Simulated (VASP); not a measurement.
Set up this calculation in VASP 6.6.1, as the native input.

```yaml
Task: single point
Functional: PBE
Potentials_or_basis: VASP PAW PBE potentials, release 64 (Al, N)
Cutoff: 520 eV
k_mesh: 6 × 6 × 2
Occupations: gaussian, width 0.01 eV
Spin: no spin polarisation
Dipole_correction: no
Further_INCAR_settings: ALGO = Normal; EDIFF = 1e-06; NBANDS = 16
```

The structure of AlN lies in POSCAR:

```
AlN
1.0
    2.9994800058      0.0000000000      0.0000000000
   -1.4997400029      2.5976258831      0.0000000000
    0.0000000000      0.0000000000      4.8067756276
Al N
2 2
Direct
    0.6666666667      0.3333333333      0.4992046637
    0.3333333333      0.6666666667      0.9992046637
    0.6666666667      0.3333333333      0.8807953363
    0.3333333333      0.6666666667      0.3807953363
```

This cell differs from its parent crystal: volume changed by -10%.

The input as run:

INCAR

```
PREC     = Accurate       # precision mode
ENCUT    = 520            # plane-wave cutoff, eV
EDIFF    = 1E-6           # SCF threshold, eV
ISMEAR   = 0              # smearing method
SIGMA    = 0.01           # smearing width, eV
LREAL    = False          # projectors in reciprocal space
LASPH    = True           # aspherical terms in the spheres
NELM     = 60             # most SCF steps
ALGO     = Normal         # electronic algorithm
ISIF     = 2              # what is computed and relaxed
LWAVE    = False          # write WAVECAR
LCHARG   = False          # write CHGCAR
GGA      = PE             # functional
NBANDS   = 16             # bands
```

KPOINTS

```
Automatic mesh
0
Gamma
  6 6 2
```

Potentials or basis: VASP PAW PBE potentials, release 64 (Al, N).

Launch:

```console
$ cat potpaw_PBE.64/Al/POTCAR potpaw_PBE.64/N/POTCAR > POTCAR
$ mpirun -np 1 vasp_std > vasp.out
```

Results of the run:

* Pressure: 31.7 GPa
* Largest force: 0.060 eV/Å
* Band gap on the k mesh: 5.09 eV, indirect (least direct gap 5.21 eV)

Caveat: the k points lie up to 0.65 Å⁻¹ apart.

Wall time 4.5 s on 1 thread of Intel Xeon 6975P-C, with other jobs on the host, peak memory 0.15 GiB.
